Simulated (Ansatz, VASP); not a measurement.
## One calculation of Ta12F, two programs

Contents of INCAR:

```
SYSTEM = Ta12F
PREC     = Accurate       ! precision mode
ENCUT    = 520            ! plane-wave cutoff, eV
EDIFF    = 1E-6           ! SCF threshold, eV
ISMEAR   = 0              ! smearing method
SIGMA    = 0.1            ! smearing width, eV
LREAL    = .FALSE.        ! projectors in reciprocal space
LASPH    = .TRUE.         ! aspherical terms in the spheres
NELM     = 200            ! most SCF steps
ALGO     = Normal         ! electronic algorithm
ISIF     = 2              ! what is computed and relaxed
LWAVE    = .FALSE.        ! write WAVECAR
LCHARG   = .TRUE.         ! write CHGCAR
ISPIN    = 2              ! spin polarisation
MAGMOM   = 0 0 0 0 0 0 0 0 0 0 0 0 1 ! initial moments
LORBIT   = 11             ! projections on sites
LMAXMIX  = 4              ! l up to which the mixer works
LDIPOL   = .TRUE.       
IDIPOL   = 3            
DIPOL    = 0.5 0.5 0.308
LVHAR    = .TRUE.       
LVACPOTAV= .TRUE.       
NBANDS   = 86             ! bands
GGA_COMPAT= .FALSE.      
NELMDL   = -8           
KPAR     = 4
```

File KPOINTS:

```
Automatic mesh
0
G
  5 5 1
  0 0 0
```

Contents of POSCAR:

```
Ta12F
1.0
    5.6341016702      0.0000000000      0.0000000000
   -1.8780338901      5.3118819959      0.0000000000
    0.0000000000      0.0000000000     21.4444204585
Ta F
12 1
Direct
    0.2500000000      0.2500000000      0.1865287060
    0.2500000000      0.7500000000      0.1865287060
    0.7500000000      0.2500000000      0.1865287060
    0.7500000000      0.7500000000      0.1865287060
    0.0000000000      0.0000000000      0.2901575821
    0.0000000000      0.5000000000      0.2901575821
    0.5000000000      0.0000000000      0.2901575821
    0.5000000000      0.5000000000      0.2901575821
    0.2500000000      0.2500000000      0.3937817054
    0.2500000000      0.7500000000      0.3937817054
    0.7500000000      0.2500000000      0.3937817054
    0.7500000000      0.7500000000      0.3937817054
    0.4166666667      0.4166666667      0.5257507649
```

Input for Ansatz:

```yaml
crystal:
  lattice:
    - [5.6341016702, 0.0, 0.0]
    - [-1.8780338901, 5.3118819959, 0.0]
    - [0.0, 0.0, 21.4444204585]
  atoms:
    - { symbol: Ta, position: [0.25, 0.25, 0.186528706] }
    - { symbol: Ta, position: [0.25, 0.75, 0.186528706] }
    - { symbol: Ta, position: [0.75, 0.25, 0.186528706] }
    - { symbol: Ta, position: [0.75, 0.75, 0.186528706] }
    - { symbol: Ta, position: [0.0, 0.0, 0.2901575821] }
    - { symbol: Ta, position: [0.0, 0.5, 0.2901575821] }
    - { symbol: Ta, position: [0.5, 0.0, 0.2901575821] }
    - { symbol: Ta, position: [0.5, 0.5, 0.2901575821] }
    - { symbol: Ta, position: [0.25, 0.25, 0.3937817054] }
    - { symbol: Ta, position: [0.25, 0.75, 0.3937817054] }
    - { symbol: Ta, position: [0.75, 0.25, 0.3937817054] }
    - { symbol: Ta, position: [0.75, 0.75, 0.3937817054] }
    - { symbol: F, position: [0.4166666667, 0.4166666667, 0.5257507649], spin: 1.0 }
basis:
  ecutwfc: 420
kpoints:
  mp_grid: { grid: [5, 5, 1] }
hamiltonian:
  xc: lda
  pseudopotentials: { kind: paw, azcp: { folder: soft_1 } }
scf:
  occupations: { method: gaussian, width: 0.1 }
output:
  forces: true
  eigenvalues: true
  populations: true
magnetization:
  spin_polarized: true
efield:
  axis: 3
  dipole_correction: true
  ramp_width: 0.04
```

Alike in both runs: task single point; functional LDA; k mesh 5 × 5 × 1; occupations gaussian, width 0.1 eV; collinear spin.

```csv
,VASP,Ansatz
version,VASP 6.6.1,Ansatz 0.2.0
potentials or method,"VASP PAW LDA potentials, release 64 (Ta_pv, F), cutoff 520 eV","scalar-relativistic, plane waves, PAW"
valence electrons in the cell,139,163
```

Ansatz gave:

```
gap on the k mesh at the Fermi level (eV)  : none
rms of the force components (eV/Å)         : 0.507
net moment per atom (μB)                   : 0.00
work function, face that differs most (eV) : 5.02
```

Task: Estimate VASP's values.

Result: gap on the k mesh at the Fermi level (eV): none; rms of the force components (eV/Å): 0.512; net moment per atom (μB): 0.00; work function, face that differs most (eV): 5.02.

Ansatz warns that its potentials were made for another functional, while VASP's fit it. LDA's correlation is that of Perdew and Zunger in VASP and of Perdew and Wang (1992) in Ansatz. Atom by atom the forces differ by 0.021 eV/Å (rms over components). A gap of «none» marks a metal or a gap that the smearing closes. VASP's potentials hold 139 valence electrons a cell and Ansatz's 163, so a difference there can come from the potentials and not from the codes. Ansatz's warnings: seeded moment not kept.

Neither program's run includes spin-orbit coupling.
